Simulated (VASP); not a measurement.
# AlCu3 (Pmmn) in VASP: single point with PBEsol

Aim: the single point of AlCu3 with PBEsol.

Program: VASP 6.6.1. These are calculated values, not measurements. Logs are shortened: lines on timing, memory, paths and dates and some standing lists are left out, and cuts for length are marked.

**1. The cell of the first run**

Symmetry: Pmmn, No. 59, orthorhombic system. The conventional cell has a = 4.176 Å, b = 5.118 Å, c = 4.473 Å, α = 90.00°, β = 90.00°, γ = 90.00°. Al (site symmetry mm2) has 12 Cu at 2.56 to 2.58 Å within 3.4 Å. Cu (site symmetry mm2) has 8 Cu at 2.56 to 2.59 Å and 4 Al at 2.56 Å within 3.4 Å. Cu (site symmetry m) has 8 Cu at 2.55 to 2.59 Å and 4 Al at 2.56 to 2.58 Å within 3.4 Å.

**2. Single point, PBEsol**

INCAR

```
SYSTEM = AlCu3
PREC     = Accurate       ! precision mode
ENCUT    = 520            ! plane-wave cutoff, eV
EDIFF    = 1E-6           ! SCF threshold, eV
ISMEAR   = 0              ! smearing method
SIGMA    = 0.1            ! smearing width, eV
LREAL    = .FALSE.        ! projectors in reciprocal space
LASPH    = .TRUE.         ! aspherical terms in the spheres
NELM     = 60             ! most SCF steps
ALGO     = Fast           ! electronic algorithm
ISIF     = 2              ! what is computed and relaxed
LWAVE    = .FALSE.        ! write WAVECAR
LCHARG   = .FALSE.        ! write CHGCAR
GGA      = PS             ! functional
NBANDS   = 46             ! bands
```

KPOINTS

```
Automatic mesh
0
G
  8 8 8
  0 0 0
```

POSCAR

```
AlCu3
1.0
    4.1756408267      0.0000000000      0.0000000000
    0.0000000000      5.1183211566      0.0000000000
    0.0000000000      0.0000000000      4.4727201861
Al Cu
2 6
Direct
    0.0000000000      0.0000000000      0.6642284157
    0.5000000000      0.5000000000      0.3357715843
    0.0000000000      0.5000000000      0.6680840754
    0.5000000000      0.0000000000      0.3319159246
    0.0000000000      0.2510188889      0.1639074270
    0.0000000000      0.7489811111      0.1639074270
    0.5000000000      0.2489811111      0.8360925730
    0.5000000000      0.7510188889      0.8360925730
```

Potentials or basis: VASP PAW PBE potentials, release 64 (Al, Cu).

Command:

```
> cat potpaw_PBE.64/Al/POTCAR potpaw_PBE.64/Cu/POTCAR > POTCAR
> mpirun -np 1 vasp_std > vasp.out
```

OUTCAR:

```text
SYSTEM = AlCu3
   PREC = Accurate
   ENCUT = 520
   EDIFF = 1E-6
   ISMEAR = 0
   LREAL = .FALSE.
   LASPH = .TRUE.
   NELM = 60
   ISIF = 2
   GGA = PS

 ion  position               nearest neighbor table
   1  0.000  0.000  0.664-   3 2.56   3 2.56   4 2.56   4 2.56   7 2.56   8 2.56   7 2.56   8 2.56
                             5 2.58   6 2.58   5 2.58   6 2.58
   2  0.500  0.500  0.336-   4 2.56   4 2.56   3 2.56   3 2.56   5 2.56   6 2.56   5 2.56   6 2.56
                             7 2.58   8 2.58   7 2.58   8 2.58
   3  0.000  0.500  0.668-   5 2.56   6 2.56   1 2.56   1 2.56   2 2.56   2 2.56   7 2.56   8 2.56
                             7 2.56   8 2.56   5 2.59   6 2.59
   4  0.500  0.000  0.332-   7 2.56   8 2.56   2 2.56   2 2.56   1 2.56   1 2.56   5 2.56   6 2.56
                             5 2.56   6 2.56   7 2.59   8 2.59
   5  0.000  0.251  0.164-   6 2.55   7 2.55   7 2.55   3 2.56   2 2.56   2 2.56   4 2.56   4 2.56
                             6 2.57   1 2.58   1 2.58   3 2.59
   6  0.000  0.749  0.164-   5 2.55   8 2.55   8 2.55   3 2.56   2 2.56   2 2.56   4 2.56   4 2.56
                             5 2.57   1 2.58   1 2.58   3 2.59
   7  0.500  0.249  0.836-   8 2.55   5 2.55   5 2.55   4 2.56   1 2.56   1 2.56   3 2.56   3 2.56
                             8 2.57   2 2.58   2 2.58   4 2.59
   8  0.500  0.751  0.836-   7 2.55   6 2.55   6 2.55   4 2.56   1 2.56   1 2.56   3 2.56   3 2.56
                             7 2.57   2 2.58   2 2.58   4 2.59

  LATTYP: Found a simple orthorhombic cell.
 ALAT       =     4.1756408267
 B/A-ratio  =     1.0711458125
 C/A-ratio  =     1.2257570440

  Lattice vectors:

 A1 = (  -4.1756408267,   0.0000000000,   0.0000000000)
 A2 = (   0.0000000000,   0.0000000000,   4.4727201861)
 A3 = (   0.0000000000,   5.1183211566,   0.0000000000)

Analysis of symmetry for initial positions (statically):
=====================================================================
 Subroutine PRICEL returns:
 Original cell was already a primitive cell.

 Routine SETGRP: Setting up the symmetry group for a
 simple orthorhombic supercell.

 Subroutine GETGRP returns: Found  8 space group operations
 (whereof  4 operations were pure point group operations)
 out of a pool of  8 trial point group operations.

The static configuration has the point symmetry C_2v.
 The point group associated with its full space group is D_2h.

Analysis of symmetry for dynamics (positions and initial velocities):
=====================================================================
 Subroutine PRICEL returns:
 Original cell was already a primitive cell.

 Routine SETGRP: Setting up the symmetry group for a
 simple orthorhombic supercell.

 Subroutine GETGRP returns: Found  8 space group operations
 (whereof  4 operations were pure point group operations)
 out of a pool of  8 trial point group operations.

The dynamic configuration has the point symmetry C_2v.
 The point group associated with its full space group is D_2h.

 Subroutine INISYM returns: Found  8 space group operations
 (whereof  4 operations are pure point group operations),
 and found     1 'primitive' translations

----------------------------------------------------------------------------------------

                                     Primitive cell

  volume of cell :      95.5922

  direct lattice vectors                    reciprocal lattice vectors
     4.175640827  0.000000000  0.000000000     0.239484199  0.000000000  0.000000000
     0.000000000  5.118321157  0.000000000     0.000000000  0.195376564  0.000000000
     0.000000000  0.000000000  4.472720186     0.000000000  0.000000000  0.223577590

  length of vectors
     4.175640827  5.118321157  4.472720186     0.239484199  0.195376564  0.223577590

  position of ions in fractional coordinates (direct lattice)
     0.000000000  0.000000000  0.664228416
     0.500000000  0.500000000  0.335771584
     0.000000000  0.500000000  0.668084075
     0.500000000  0.000000000  0.331915925
     0.000000000  0.251018889  0.163907427
     0.000000000  0.748981111  0.163907427
     0.500000000  0.248981111  0.836092573
     0.500000000  0.751018889  0.836092573

  ion indices of the primitive-cell ions
   primitive index   ion index
                 1           1
                 2           2
                 3           3
                 4           4
                 5           5
                 6           6
                 7           7
                 8           8

----------------------------------------------------------------------------------------

 KPOINTS: Automatic mesh

Automatic generation of k-mesh.
 Grid dimensions read from file:
 generate k-points for:    8    8    8

 Generating k-lattice:

  Cartesian coordinates                     Fractional coordinates (reciprocal lattice)
     0.029935525  0.000000000  0.000000000     0.125000000  0.000000000  0.000000000
     0.000000000  0.024422070  0.000000000     0.000000000  0.125000000  0.000000000
     0.000000000  0.000000000  0.027947199     0.000000000  0.000000000  0.125000000

  Length of vectors
     0.029935525  0.024422070  0.027947199

  Shift w.r.t. Gamma in fractional coordinates (k-lattice)
     0.000000000  0.000000000  0.000000000

 Subroutine IBZKPT returns following result:
 ===========================================

 Found    125 irreducible k-points:

 Following reciprocal coordinates:
            Coordinates               Weight
  0.000000  0.000000  0.000000      1.000000
  0.125000  0.000000  0.000000      2.000000
  0.250000  0.000000  0.000000      2.000000
  0.375000  0.000000  0.000000      2.000000
  0.500000  0.000000  0.000000      1.000000
  0.000000  0.125000  0.000000      2.000000
[... 16 lines left out ...]
  0.250000  0.500000  0.000000      2.000000
  0.375000  0.500000  0.000000      2.000000
 [... further k-points ...]
   k-points           NKPTS =    125   k-points in BZ     NKDIM =    125   number of bands    NBANDS=     46
   number of dos      NEDOS =    301   number of ions     NIONS =      8
   total plane-waves  NPLWV =  46080
   dimension x,y,z NGX =    32 NGY =   40 NGZ =   36
   dimension x,y,z NGXF=    64 NGYF=   80 NGZF=   72
   ions per type =               2   6
   NGX,Y,Z   is equivalent  to a cutoff of  12.74, 12.99, 13.38 a.u.
   NGXF,Y,Z  is equivalent  to a cutoff of  25.48, 25.98, 26.76 a.u.
 SYSTEM =  AlCu3
   PREC   = accura    normal or accurate (medium, high low for compatibility)
   ISTART =      0    job   : 0-new  1-cont  2-samecut
   ICHARG =      2    charge: 1-file 2-atom 10-const
   ISPIN  =      1    spin polarized calculation?
   LNONCOLLINEAR =      F non collinear calculations
   LSORBIT =      F    spin-orbit coupling
   LASPH  =      T    aspherical Exc in radial PAW
   ENCUT  =  520.0 eV  38.22 Ry    6.18 a.u.   7.76  9.52  8.32*2*pi/ulx,y,z
   NELM   =     60;   NELMIN=  2; NELMDL= -5     # of ELM steps
   EDIFF  = 0.1E-05   stopping-criterion for ELM
   LREAL  =      F    real-space projection
   EDIFFG = 0.1E-04   stopping-criterion for IOM
   NSW    =      0    number of steps for IOM
   IBRION =     -1    ionic relax: 0-MD 1-quasi-New 2-CG
   NFREE  =      0    steps in history (QN), initial steepest desc. (CG)
   ISIF   =      2    stress and relaxation
   ISYM   =      2    0-nonsym 1-usesym 2-fastsym
   POTIM  = 0.5000    time-step for ionic-motion
   TEBEG  =    0.0;   TEEND  =   0.0 temperature during run
   PSTRESS=    0.0 pullay stress
   NELECT =      72.0000    total number of electrons
   NUPDOWN=      -1.0000    fix difference up-down
   EMIN   =  10.00;   EMAX   =-10.00  energy-range for DOS
   EFERMI =   0.00;   METHOD = LEGACY
   ISMEAR =     0;   SIGMA  =   0.10  broadening in eV -4-tet -1-fermi 0-gaus
   EFERMI_NEDOS =   21; number of points for ismear=-14 and -15
   IALGO  =     68    algorithm
   IMIX   =      4    mixing-type and parameters
     AMIX     =   0.40;   BMIX     =  1.00
     AMIX_MAG =   1.60;   BMIX_MAG =  1.00
  volume/ion in A,a.u.               =      11.95        80.64
  Fermi-wavevector in a.u.,A,eV,Ry     =   1.489515  2.814775 30.186631  2.218655
  Thomas-Fermi vector in A             =   2.602414
   LORBIT       =      0    0 simple, 1 ext, 2 COOP (PROOUT), +10 PAW based schemes
   GGA     = PS    functional components
   LHFCALC =     F    Hartree Fock is set to
   AEXX    =    0.0000 exact exchange contribution
   IVDW    =     0    specifies the selected vdW correction
   LEPSILON=     F    determine dielectric tensor
   LRPA    =     F    only Hartree local field effects (RPA)
 non-spin polarized calculation
 RMM-DIIS sequential band-by-band and
 Gauss-broadening in eV      SIGMA  =   0.10
  energy-cutoff  :      520.00
  volume of cell :       95.59
 maximum number of plane-waves:      2593
 NGX is ok and might be reduce to    32
   NGX = 15   NGY = 19   NGZ = 17

 number of electron      71.9999979 magnetization

 Free energy of the ion-electron system (eV)
  ---------------------------------------------------
  ext. energy  EPLUGINS =         0.00000000
  ---------------------------------------------------
  free energy    TOTEN  =       -35.65414059 eV

  energy without entropy =      -35.64220309  energy(sigma->0) =      -35.64817184

 E-fermi :   8.6394     XC(G=0): -12.5143

 val. band max:        8.6332756987   @ k =   0.0000   0.3750   0.0000
 cond. band min:       8.6418943286   @ k =   0.2500   0.0000   0.3750
 fundamental gap:      0.0086186299
 Fermi energy:         8.6394280869

 k-point     1 :       0.0000    0.0000    0.0000
  band No.  band energies     occupation
      1      -2.0641      2.00000
      2       2.2688      2.00000
      3       2.7347      2.00000
      4       3.4246      2.00000
      5       3.6848      2.00000
      6       3.8215      2.00000
[... 38 lines left out ...]
     45      14.4646      0.00000
     46      14.8518      0.00000

 k-point     2 :       0.1250    0.0000    0.0000
  band No.  band energies     occupation
      1      -1.9259      2.00000
      2       2.2247      2.00000
      3       2.8261      2.00000
      4       3.3838      2.00000
      5       3.6279      2.00000
      6       3.7766      2.00000
[... 1070 lines left out ...]
 k-point    24 :       0.3750    0.5000    0.0000
  band No.  band energies     occupation
      1       0.4933      2.00000
      2       0.4933      2.00000
      3       2.2334      2.00000
      4       2.2334      2.00000
      5       3.9376      2.00000
      6       3.9376      2.00000
[... 38 lines left out ...]
     45      15.7919      0.00000
     46      15.7935      0.00000

 [... further k-points ...]
[... 5 lines left out ...]
  --------------------------------------------------------------------------------------
  -------------------------------------------------------------------------------------
  Total        0.3189434      0.3378280      0.3132501      0.0000000      0.0000000      0.0000000
  in kB        5.3456650      5.6621817      5.2502424      0.0000000      0.0000000      0.0000000
  external PRESSURE =       5.4193630 kB  Pullay stress =       0.0000000 kB

 VOLUME and BASIS-vectors are now :
 -----------------------------------------------------------------------------
  energy-cutoff  :      520.00
  volume of cell :       95.59
      direct lattice vectors                 reciprocal lattice vectors
     4.175640827  0.000000000  0.000000000     0.239484199  0.000000000  0.000000000
     0.000000000  5.118321157  0.000000000     0.000000000  0.195376564  0.000000000
     0.000000000  0.000000000  4.472720186     0.000000000  0.000000000  0.223577590

 POSITION                                       TOTAL-FORCE (eV/Angst)
 -----------------------------------------------------------------------------------
      0.00000      0.00000      2.97091         0.000000      0.000000      0.005085
      2.08782      2.55916      1.50181         0.000000      0.000000     -0.005085
      0.00000      2.55916      2.98815         0.000000      0.000000     -0.000401
      2.08782      0.00000      1.48457         0.000000      0.000000      0.000401
      0.00000      1.28480      0.73311         0.000000     -0.001670     -0.000730
      0.00000      3.83353      0.73311         0.000000      0.001670     -0.000730
      2.08782      1.27437      3.73961         0.000000      0.001670      0.000730
      2.08782      3.84396      3.73961         0.000000     -0.001670      0.000730
 -----------------------------------------------------------------------------------
    total drift:                                0.000000      0.000000      0.000000

  FREE ENERGIE OF THE ION-ELECTRON SYSTEM (eV)
  ---------------------------------------------------
  free  energy   TOTEN  =       -35.6541405932 eV

  energy  without entropy=      -35.6422030896  energy(sigma->0) =      -35.64817184
```

Run time: 10 min. Hardware: 1 thread of Intel Xeon 6975P-C, shared host; peak memory 0.5 GiB.

Results:

```
Free energy            : -35.6541 eV
Pressure               : 0.5 GPa
Largest force          : 0.005 eV/Å
Band gap on the k mesh : zero (band 36 reaches 10.84 eV, above the bottom of band 37 at 6.72 eV)
```

Forces in eV/Å, atoms in the order of the input:
```
Al   0.000  0.000  0.005
Al   0.000  0.000 -0.005
Cu   0.000  0.000  0.000
Cu   0.000  0.000  0.000
Cu   0.000 -0.002 -0.001
Cu   0.000  0.002 -0.001
Cu   0.000  0.002  0.001
Cu   0.000 -0.002  0.001
```

Levels at points of the mesh, in eV from the Fermi level:
```tsv
k point	band 32	band 33	band 34	band 35	band 36	band 37	band 38	band 39	band 40	band 41
(0.00, 0.00, 0.00)	-2.32	-2.22	-1.65	-1.25	-0.33	1.68	3.27	3.66	4.01	4.12
(0.50, 0.00, 0.00)	-2.31	-1.24	-1.24	-0.84	-0.84	-0.60	-0.60	2.57	2.57	5.34
(0.00, 0.50, 0.00)	-2.47	-0.25	-0.25	0.30	0.30	0.75	0.75	2.19	2.19	3.65
(0.50, 0.50, 0.00)	-2.35	-2.33	-2.33	0.94	0.94	1.08	1.08	3.11	3.11	3.23
(0.00, 0.00, 0.50)	-2.22	-1.60	-1.34	-0.50	0.01	0.63	1.04	1.85	2.90	5.12
(0.50, 0.00, 0.50)	-2.30	-2.27	-2.27	-1.27	-1.27	-0.94	-0.94	2.65	2.65	2.66
(0.00, 0.50, 0.50)	-2.52	-2.28	-2.28	2.20	2.20	2.48	2.48	2.59	2.59	3.52
(0.50, 0.50, 0.50)	-2.38	-2.29	-2.29	-2.01	-2.01	-1.92	-1.92	6.78	6.78	7.24
```

Caveat: the PAW data sets were made with another functional, which shifts forces and pressure a little.
